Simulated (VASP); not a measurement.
A run of VASP 6.6.1:

INCAR

```
SYSTEM = CoO
AGGAC    = 1.0          
AGGAX    = 1.0          
ALDAC    = 0.0          
ALDAX    = 1.0          
ALGO     = Normal         ! electronic algorithm
EDIFF    = 1E-6           ! SCF threshold, eV
EDIFFG   = -0.01          ! ionic threshold
ENCUT    = 600            ! plane-wave cutoff, eV
GGA      = B5             ! functional
IBRION   = 2              ! ionic algorithm
ISIF     = 3              ! what is computed and relaxed
ISMEAR   = -1             ! smearing method
ISPIN    = 2              ! spin polarisation
IVDW     = 12             ! dispersion correction
LASPH    = .True.         ! aspherical terms in the spheres
LCHARG   = .False.        ! write CHGCAR
LMAXMIX  = 4              ! l up to which the mixer works
LORBIT   = 11             ! projections on sites
LREAL    = .False.        ! projectors in reciprocal space
LWAVE    = .False.        ! write WAVECAR
MAGMOM   = 2 0            ! initial moments
NELM     = 150            ! most SCF steps
NSW      = 60             ! ionic steps
PREC     = Accurate       ! precision mode
SIGMA    = 0.05           ! smearing width, eV
VDW_A1   = 0.4298       
VDW_A2   = 4.2359       
VDW_S6   = 1.0          
VDW_S8   = 2.6996
```

File KPOINTS:

```
k-points
0
Gamma
  11 11 11
  0 0 0
```

File POSCAR:

```
CoO
1.0
    0.0000000000      2.1315000000      2.1315000000
    2.1315000000      0.0000000000      2.1315000000
    2.1315000000      2.1315000000      0.0000000000
Co O
1 1
Direct
    0.0000000000      0.0000000000      0.0000000000
    0.5000000000      0.5000000000      0.5000000000
```

Potentials or basis: VASP PAW PBE potentials, release 64 (Co, O).

The run is started by

```console
$ cat potpaw_PBE.64/Co/POTCAR potpaw_PBE.64/O/POTCAR > POTCAR
$ mpirun -np 1 vasp_std > vasp.out
```

Hardware: 1 thread of AMD EPYC 7R13 (shared host).

Question: How long does it take, and how much memory?

Answer: Run time: 3.5 min on 1 thread of AMD EPYC 7R13 (shared host), peak memory 0.15 GiB. Counts: scf iterations 31, k points 56, ion steps 3.
